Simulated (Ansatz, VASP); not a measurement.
**Al2Cu: VASP beside Ansatz**

The input INCAR:

```
PREC = Accurate ; ENCUT = 520
EDIFF = 1E-7 ; ISMEAR = 0
SIGMA = 0.15 ; LREAL = False
LASPH = True ; NELM = 60
ALGO = Normal ; ISIF = 2
LWAVE = False ; LCHARG = True
GGA = PE ; LELF = True
LVHAR = True ; NBANDS = 16
```

File KPOINTS:

```
regular mesh
0
Gamma
  10 10 14
```

File POSCAR:

```
Al2Cu
1.0
    3.8327000000      0.0000000000      0.0000000000
    0.0000000000      3.8327000000      0.0000000000
    0.0000000000      0.0000000000      2.8847334069
Al Cu
2 1
Direct
    0.5000000000      0.0000000000      0.5000000000
    0.0000000000      0.5000000000      0.5000000000
    0.0000000000      0.0000000000      0.0000000000
```

Input for Ansatz:

```yaml
crystal:
  lattice:
    - [3.8327, 0.0, 0.0]
    - [0.0, 3.8327, 0.0]
    - [0.0, 0.0, 2.8847334069]
  atoms:
    - { symbol: Al, position: [0.5, 0.0, 0.5] }
    - { symbol: Al, position: [0.0, 0.5, 0.5] }
    - { symbol: Cu, position: [0.0, 0.0, 0.0] }
basis:
  ecutwfc: 520.0
kpoints:
  mp_grid: { grid: [10, 10, 14] }
hamiltonian:
  xc: pbe
  pseudopotentials: { kind: paw, azcp: { folder: soft_1 } }
scf:
  occupations: { method: gaussian, width: 0.15 }
output:
  forces: true
  stress: true
  eigenvalues: true
```

Alike in both runs: task single point; functional PBE; k mesh 10 × 10 × 14; occupations gaussian, width 0.15 eV; no spin polarisation.

|  | VASP | Ansatz |
| --- | --- | --- |
| version | VASP 6.6.1 | Ansatz 0.2.0 |
| potentials or method | VASP PAW PBE potentials, release 64 (Al, Cu), cutoff 520 eV | scalar-relativistic, plane waves, PAW |
| valence electrons in the cell | 17 | 25 |

|  | VASP | Ansatz | Ansatz less VASP |
| --- | --- | --- | --- |
| gap on the k mesh at the Fermi level (eV) | none | none | - |
| pressure (GPa) | 18.6 | 18.6 | -0.05 |
| traceless stress, the component that is largest in VASP (GPa) | -6.61 | -6.65 | -0.036 |

A gap of «none» marks a metal or a gap that the smearing closes. VASP's potentials hold 17 valence electrons a cell and Ansatz's 25, so a difference there can come from the potentials and not from the codes.
